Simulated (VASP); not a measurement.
# Te2Mo (P-6m2) in VASP: further runs

The runs below take Te2Mo through single point, with PBE.

Program: VASP 6.6.1. These are calculated values, not measurements. Logs are shortened: lines on timing, memory, paths and dates and some standing lists are left out, and cuts for length are marked.

### 1 The cell of the first run

It takes space group P-6m2 (No. 187, hexagonal). The conventional cell has a = 3.537 Å, b = 3.537 Å, c = 7.827 Å, α = 90.00°, β = 90.00°, γ = 120.00°. Te (site symmetry 3m) has 3 Mo at 2.72 Å and 7 Te at 3.54 to 3.59 Å within 3.6 Å. Within 3.6 Å of Mo (site symmetry -6m2) lie 6 Te at 2.72 Å and 6 Mo at 3.54 Å.

### 2 Single point, PBE

File INCAR:

```
SYSTEM = Te2Mo
ALGO = Normal
EDIFF = 1E-6
ENCUT = 500
GGA = PE
GGA_COMPAT = .FALSE.
ISIF = 2
ISMEAR = -1
LASPH = .TRUE.
LCHARG = .FALSE.
LREAL = .FALSE.
LWAVE = .FALSE.
NBANDS = 20
NELM = 120
PREC = Accurate
SIGMA = 0.2
```

File KPOINTS:

```
k-points
0
G
  6 6 2
  0 0 0
```

File POSCAR:

```
Te2Mo
1.0
    3.5371201374      0.0000000000      0.0000000000
   -1.7685600687      3.0632358953      0.0000000000
    0.0000000000      0.0000000000      7.8268333715
Te Mo
2 1
Direct
    0.3333333333      0.6666666667      0.7705163254
    0.3333333333      0.6666666667      0.2294836746
    0.0000000000      0.0000000000      0.0000000000
```

Potentials or basis: VASP PAW PBE potentials, release 64 (Te, Mo_sv).

Command:

```bash
cat potpaw_PBE.64/Te/POTCAR potpaw_PBE.64/Mo_sv/POTCAR > POTCAR
mpirun -np 1 vasp_std > vasp.out
```

OUTCAR:

```text
SYSTEM = Te2Mo
   EDIFF = 1E-6
   ENCUT = 500
   GGA = PE
   ISIF = 2
   ISMEAR = -1
   LASPH = .TRUE.
   LREAL = .FALSE.
   NELM = 120
   PREC = Accurate

 ion  position               nearest neighbor table
   1  0.333  0.667  0.771-   3 2.72   3 2.72   3 2.72   2 3.59
   2  0.333  0.667  0.229-   3 2.72   3 2.72   3 2.72   1 3.59
   3  0.000  0.000  0.000-   1 2.72   2 2.72   1 2.72   2 2.72   1 2.72   2 2.72

  LATTYP: Found a hexagonal cell.
 ALAT       =     3.5371201374
 C/A-ratio  =     2.2127700127

  Lattice vectors:

 A1 = (   3.5371201374,   0.0000000000,   0.0000000000)
 A2 = (  -1.7685600687,   3.0632358953,   0.0000000000)
 A3 = (   0.0000000000,   0.0000000000,   7.8268333715)

Analysis of symmetry for initial positions (statically):
=====================================================================
 Subroutine PRICEL returns:
 Original cell was already a primitive cell.

 Routine SETGRP: Setting up the symmetry group for a
 hexagonal supercell.

 Subroutine GETGRP returns: Found 12 space group operations
 (whereof 12 operations were pure point group operations)
 out of a pool of 24 trial point group operations.

The static configuration has the point symmetry D_3h.

Analysis of symmetry for dynamics (positions and initial velocities):
=====================================================================
 Subroutine PRICEL returns:
 Original cell was already a primitive cell.

 Routine SETGRP: Setting up the symmetry group for a
 hexagonal supercell.

 Subroutine GETGRP returns: Found 12 space group operations
 (whereof 12 operations were pure point group operations)
 out of a pool of 24 trial point group operations.

The dynamic configuration has the point symmetry D_3h.

 Subroutine INISYM returns: Found 12 space group operations
 (whereof 12 operations are pure point group operations),
 and found     1 'primitive' translations

----------------------------------------------------------------------------------------

                                     Primitive cell

  volume of cell :      84.8040

  direct lattice vectors                    reciprocal lattice vectors
     3.537120137  0.000000000  0.000000000     0.282715871  0.163226084  0.000000000
    -1.768560069  3.063235895  0.000000000     0.000000000  0.326452168  0.000000000
     0.000000000  0.000000000  7.826833372     0.000000000  0.000000000  0.127765592

  length of vectors
     3.537120137  3.537120137  7.826833372     0.326452168  0.326452168  0.127765592

  position of ions in fractional coordinates (direct lattice)
     0.333333333  0.666666667  0.770516325
     0.333333333  0.666666667  0.229483675
     0.000000000  0.000000000  0.000000000

  ion indices of the primitive-cell ions
   primitive index   ion index
                 1           1
                 2           2
                 3           3

----------------------------------------------------------------------------------------

 KPOINTS: k-points

Automatic generation of k-mesh.
 Grid dimensions read from file:
 generate k-points for:    6    6    2

 Generating k-lattice:

  Cartesian coordinates                     Fractional coordinates (reciprocal lattice)
     0.047119312  0.027204347  0.000000000     0.166666667  0.000000000  0.000000000
     0.000000000  0.054408695  0.000000000     0.000000000  0.166666667  0.000000000
     0.000000000  0.000000000  0.063882796     0.000000000  0.000000000  0.500000000

  Length of vectors
     0.054408695  0.054408695  0.063882796

  Shift w.r.t. Gamma in fractional coordinates (k-lattice)
     0.000000000  0.000000000  0.000000000

 Subroutine IBZKPT returns following result:
 ===========================================

 Found     14 irreducible k-points:

 Following reciprocal coordinates:
            Coordinates               Weight
  0.000000  0.000000  0.000000      1.000000
  0.166667 -0.000000  0.000000      6.000000
  0.333333 -0.000000  0.000000      6.000000
  0.500000 -0.000000  0.000000      3.000000
  0.166667  0.166667  0.000000      6.000000
  0.333333  0.166667  0.000000     12.000000
  0.333333  0.333333  0.000000      2.000000
  0.000000  0.000000  0.500000      1.000000
  0.166667 -0.000000  0.500000      6.000000
  0.333333 -0.000000  0.500000      6.000000
  0.500000 -0.000000  0.500000      3.000000
  0.166667  0.166667  0.500000      6.000000
  0.333333  0.166667  0.500000     12.000000
  0.333333  0.333333  0.500000      2.000000
   k-points           NKPTS =     14   k-points in BZ     NKDIM =     14   number of bands    NBANDS=     20
   number of dos      NEDOS =    301   number of ions     NIONS =      3
   total plane-waves  NPLWV =  47040
   dimension x,y,z NGX =    28 NGY =   28 NGZ =   60
   dimension x,y,z NGXF=    56 NGYF=   56 NGZF=  120
   ions per type =               2   1
   NGX,Y,Z   is equivalent  to a cutoff of  13.16, 13.16, 12.74 a.u.
   NGXF,Y,Z  is equivalent  to a cutoff of  26.32, 26.32, 25.49 a.u.
 SYSTEM =  Te2Mo
   PREC   = accura    normal or accurate (medium, high low for compatibility)
   ISTART =      0    job   : 0-new  1-cont  2-samecut
   ICHARG =      2    charge: 1-file 2-atom 10-const
   ISPIN  =      1    spin polarized calculation?
   LNONCOLLINEAR =      F non collinear calculations
   LSORBIT =      F    spin-orbit coupling
   LASPH  =      T    aspherical Exc in radial PAW
   ENCUT  =  500.0 eV  36.75 Ry    6.06 a.u.   6.45  6.45 14.27*2*pi/ulx,y,z
   NELM   =    120;   NELMIN=  2; NELMDL= -5     # of ELM steps
   EDIFF  = 0.1E-05   stopping-criterion for ELM
   LREAL  =      F    real-space projection
   EDIFFG = 0.1E-04   stopping-criterion for IOM
   NSW    =      0    number of steps for IOM
   IBRION =     -1    ionic relax: 0-MD 1-quasi-New 2-CG
   NFREE  =      0    steps in history (QN), initial steepest desc. (CG)
   ISIF   =      2    stress and relaxation
   ISYM   =      2    0-nonsym 1-usesym 2-fastsym
   POTIM  = 0.5000    time-step for ionic-motion
   TEBEG  =    0.0;   TEEND  =   0.0 temperature during run
   PSTRESS=    0.0 pullay stress
   NELECT =      26.0000    total number of electrons
   NUPDOWN=      -1.0000    fix difference up-down
   EMIN   =  10.00;   EMAX   =-10.00  energy-range for DOS
   EFERMI =   0.00;   METHOD = LEGACY
   ISMEAR =    -1;   SIGMA  =   0.20  broadening in eV -4-tet -1-fermi 0-gaus
   EFERMI_NEDOS =   21; number of points for ismear=-14 and -15
   IALGO  =     38    algorithm
   IMIX   =      4    mixing-type and parameters
     AMIX     =   0.40;   BMIX     =  1.00
     AMIX_MAG =   1.60;   BMIX_MAG =  1.00
  volume/ion in A,a.u.               =      28.27       190.76
  Fermi-wavevector in a.u.,A,eV,Ry     =   1.103893  2.086056 16.579798  1.218581
  Thomas-Fermi vector in A             =   2.240358
   LORBIT       =      0    0 simple, 1 ext, 2 COOP (PROOUT), +10 PAW based schemes
   GGA     = PE    functional components
   LHFCALC =     F    Hartree Fock is set to
   AEXX    =    0.0000 exact exchange contribution
   IVDW    =     0    specifies the selected vdW correction
   LEPSILON=     F    determine dielectric tensor
   LRPA    =     F    only Hartree local field effects (RPA)
 non-spin polarized calculation
  energy-cutoff  :      500.00
  volume of cell :       84.80
 maximum number of plane-waves:      2177
 NGX is ok and might be reduce to    28
   NGX = 13   NGY = 13   NGZ = 29

 number of electron      25.9999996 magnetization

 Free energy of the ion-electron system (eV)
  ---------------------------------------------------
  ext. energy  EPLUGINS =         0.00000000
  ---------------------------------------------------
  free energy    TOTEN  =       -18.00546264 eV

  energy without entropy =      -17.94382855  energy(sigma->0) =      -17.97464560

 E-fermi :   7.0145     XC(G=0):  -9.5980

 val. band max:        6.5222892834   @ k =   0.3333   0.3333   0.5000
 cond. band min:       7.5816863076   @ k =   0.3333   0.3333   0.0000
 fundamental gap:      1.0593970242
 Fermi energy:         7.0145312243

 k-point     1 :       0.0000    0.0000    0.0000
  band No.  band energies     occupation
      1     -54.1579      2.00000
      2     -28.3157      2.00000
      3     -28.2060      2.00000
      4     -28.2060      2.00000
      5      -6.1621      2.00000
      6      -5.0971      2.00000
[... 12 lines left out ...]
     19      13.0474      0.00000
     20      14.7631      0.00000

 k-point     2 :       0.1667   -0.0000    0.0000
  band No.  band energies     occupation
      1     -54.1557      2.00000
      2     -28.3088      2.00000
      3     -28.2370      2.00000
      4     -28.2132      2.00000
      5      -5.7886      2.00000
      6      -4.8428      2.00000
[... 12 lines left out ...]
     19      13.9365      0.00000
     20      14.5433      0.00000

 k-point     3 :       0.3333   -0.0000    0.0000
  band No.  band energies     occupation
      1     -54.1511      2.00000
      2     -28.2984      2.00000
      3     -28.2951      2.00000
      4     -28.2276      2.00000
      5      -4.8453      2.00000
      6      -4.2137      2.00000
[... 12 lines left out ...]
     19      12.4237      0.00000
     20      13.1794      0.00000

 k-point     4 :       0.5000   -0.0000    0.0000
  band No.  band energies     occupation
      1     -54.1488      2.00000
      2     -28.3288      2.00000
      3     -28.2882      2.00000
      4     -28.2348      2.00000
      5      -4.1785      2.00000
      6      -3.7967      2.00000
[... 12 lines left out ...]
     19      12.7001      0.00000
     20      12.7356      0.00000

 k-point     5 :       0.1667    0.1667    0.0000
  band No.  band energies     occupation
      1     -54.1523      2.00000
      2     -28.2985      2.00000
      3     -28.2774      2.00000
      4     -28.2298      2.00000
      5      -5.1214      2.00000
      6      -4.3926      2.00000
[... 12 lines left out ...]
     19      13.2082      0.00000
     20      14.8385      0.00000

 k-point     6 :       0.3333    0.1667    0.0000
  band No.  band energies     occupation
      1     -54.1488      2.00000
      2     -28.3134      2.00000
      3     -28.2882      2.00000
      4     -28.2503      2.00000
      5      -4.2242      2.00000
      6      -3.8072      2.00000
[... 12 lines left out ...]
     19      13.0700      0.00000
     20      13.6994      0.00000

 k-point     7 :       0.3333    0.3333    0.0000
  band No.  band energies     occupation
      1     -54.1477      2.00000
      2     -28.2996      2.00000
      3     -28.2848      2.00000
      4     -28.2831      2.00000
      5      -3.8747      2.00000
      6      -3.5711      2.00000
[... 12 lines left out ...]
     19      11.1643      0.00000
     20      14.5602      0.00000

 k-point     8 :       0.0000    0.0000    0.5000
  band No.  band energies     occupation
      1     -54.1579      2.00000
      2     -28.3157      2.00000
      3     -28.2060      2.00000
      4     -28.2060      2.00000
      5      -6.0924      2.00000
      6      -5.2143      2.00000
[... 12 lines left out ...]
     19      13.4651      0.00000
     20      14.4740      0.00000

 k-point     9 :       0.1667   -0.0000    0.5000
  band No.  band energies     occupation
      1     -54.1557      2.00000
      2     -28.3088      2.00000
      3     -28.2370      2.00000
      4     -28.2132      2.00000
      5      -5.7185      2.00000
      6      -4.9540      2.00000
[... 12 lines left out ...]
     19      13.7512      0.00000
     20      14.5406      0.00000

 k-point    10 :       0.3333   -0.0000    0.5000
  band No.  band energies     occupation
      1     -54.1511      2.00000
      2     -28.2984      2.00000
      3     -28.2951      2.00000
      4     -28.2276      2.00000
      5      -4.7759      2.00000
      6      -4.3086      2.00000
[... 12 lines left out ...]
     19      12.5535      0.00000
     20      13.7737      0.00000

 k-point    11 :       0.5000   -0.0000    0.5000
  band No.  band energies     occupation
      1     -54.1488      2.00000
      2     -28.3288      2.00000
      3     -28.2882      2.00000
      4     -28.2348      2.00000
      5      -4.1119      2.00000
      6      -3.8787      2.00000
[... 12 lines left out ...]
     19      12.0683      0.00000
     20      12.7591      0.00000

 k-point    12 :       0.1667    0.1667    0.5000
  band No.  band energies     occupation
      1     -54.1523      2.00000
      2     -28.2985      2.00000
      3     -28.2774      2.00000
      4     -28.2298      2.00000
      5      -5.0515      2.00000
      6      -4.4926      2.00000
[... 12 lines left out ...]
     19      14.0381      0.00000
     20      14.6138      0.00000

 k-point    13 :       0.3333    0.1667    0.5000
  band No.  band energies     occupation
      1     -54.1488      2.00000
      2     -28.3134      2.00000
      3     -28.2882      2.00000
      4     -28.2503      2.00000
      5      -4.1571      2.00000
      6      -3.8909      2.00000
[... 12 lines left out ...]
     19      12.8415      0.00000
     20      14.1699      0.00000

 k-point    14 :       0.3333    0.3333    0.5000
  band No.  band energies     occupation
      1     -54.1477      2.00000
      2     -28.2996      2.00000
      3     -28.2848      2.00000
      4     -28.2831      2.00000
      5      -3.8099      2.00000
      6      -3.6487      2.00000
[... 12 lines left out ...]
     19      12.3589      0.00000
     20      12.9844      0.00000

------------------------ aborting loop because EDIFF is reached ----------------------------------------

  FORCE on cell =-STRESS in cart. coord.  units (eV):
  Direction    XX          YY          ZZ          XY          YZ          ZX
  --------------------------------------------------------------------------------------
  -------------------------------------------------------------------------------------
  Total        0.7709428      0.7709428      1.5136108      0.0000000      0.0000000      0.0000000
  in kB       14.5651976     14.5651976     28.5962090      0.0000000      0.0000000      0.0000000
  external PRESSURE =      19.2422014 kB  Pullay stress =       0.0000000 kB

 VOLUME and BASIS-vectors are now :
 -----------------------------------------------------------------------------
  energy-cutoff  :      500.00
  volume of cell :       84.80
      direct lattice vectors                 reciprocal lattice vectors
     3.537120137  0.000000000  0.000000000     0.282715871  0.163226084  0.000000000
    -1.768560069  3.063235895  0.000000000     0.000000000  0.326452168  0.000000000
     0.000000000  0.000000000  7.826833372     0.000000000  0.000000000  0.127765592

 POSITION                                       TOTAL-FORCE (eV/Angst)
 -----------------------------------------------------------------------------------
     -0.00000      2.04216      6.03070         0.000000      0.000000     -0.228114
     -0.00000      2.04216      1.79613        -0.000000     -0.000000      0.228114
      0.00000      0.00000      0.00000         0.000000     -0.000000     -0.000000
 -----------------------------------------------------------------------------------
    total drift:                                0.000000     -0.000000     -0.000000

  FREE ENERGIE OF THE ION-ELECTRON SYSTEM (eV)
  ---------------------------------------------------
  free  energy   TOTEN  =       -18.0054626408 eV

  energy  without entropy=      -17.9438285517  energy(sigma->0) =      -17.97464560
```

Wall time 19 s (1 thread of AMD EPYC 9R45 (Zen 5), shared host); peak memory 0.18 GiB.

Results:

```
Free energy            : -18.0055 eV
Pressure               : 1.9 GPa
Largest force          : 0.228 eV/Å
Band gap on the k mesh : 1.06 eV (least direct gap 1.08 eV)
```

Forces in eV/Å, atoms in the order of the input:
```
Te   0.000  0.000 -0.228
Te   0.000  0.000  0.228
Mo   0.000  0.000  0.000
```

Caveat: spin-orbit coupling is left out, which moves the levels of the heavy elements; this functional lacks dispersion, which binds the layers, so the pressure and a relaxed spacing across them are unreliable. A k mesh can miss the band edges.

### 3 Single point, PBE

File INCAR:

```
SYSTEM = Te2Mo
PREC     = Accurate       ! precision mode
ENCUT    = 500            ! plane-wave cutoff, eV
EDIFF    = 1E-6           ! SCF threshold, eV
ISMEAR   = 1              ! smearing method
SIGMA    = 0.2            ! smearing width, eV
LREAL    = .FALSE.        ! projectors in reciprocal space
LASPH    = .TRUE.         ! aspherical terms in the spheres
NELM     = 120            ! most SCF steps
ALGO     = Normal         ! electronic algorithm
ISIF     = 2              ! what is computed and relaxed
LWAVE    = .FALSE.        ! write WAVECAR
LCHARG   = .TRUE.         ! write CHGCAR
GGA      = PE             ! functional
LELF     = .TRUE.         ! ELF
LVHAR    = .TRUE.       
NBANDS   = 20             ! bands
GGA_COMPAT= .FALSE.
```

File KPOINTS:

```
Automatic mesh
0
G
  6 6 2
  0 0 0
```

POSCAR is that of step 2.

Potentials or basis: VASP PAW PBE potentials, release 64 (Te, Mo_sv).

Command:

```bash
cat potpaw_PBE.64/Te/POTCAR potpaw_PBE.64/Mo_sv/POTCAR > POTCAR
mpirun -np 1 vasp_std > vasp.out
```

Wall time 20 s (1 thread of AMD EPYC 9R45 (Zen 5), shared host); peak memory 0.18 GiB.

It converged, with:

```
Free energy            : -17.9922 eV
Pressure               : 1.8 GPa
Largest force          : 0.207 eV/Å
Band gap on the k mesh : 1.06 eV (least direct gap 1.07 eV)
```

Forces on the atoms (eV/Å):
```
Te   0.000  0.000 -0.207
Te   0.000  0.000  0.207
Mo   0.000  0.000  0.000
```

Stress tensor (GPa, compression positive):
```
1.37 0.00 0.00
0.00 1.37 0.00
0.00 0.00 2.79
```

Levels at points of the mesh, in eV from the valence-band top:
```
           k point  band 11  band 12  band 13  band 14  band 15  band 16
(0.00, 0.00, 0.00)    -0.91    -0.91    -0.76     3.13     3.13     3.34
(0.50, 0.00, 0.00)    -1.33    -0.91    -0.36     1.39     1.64     3.51
(0.00, 0.00, 0.50)    -0.92    -0.92    -0.15     3.05     3.05     3.43
(0.50, 0.00, 0.50)    -1.97    -0.62    -0.30     1.40     1.81     2.92
```

Caveat: spin-orbit coupling is left out, which moves the levels of the heavy elements; this functional lacks dispersion, which binds the layers, so the pressure and a relaxed spacing across them are unreliable.
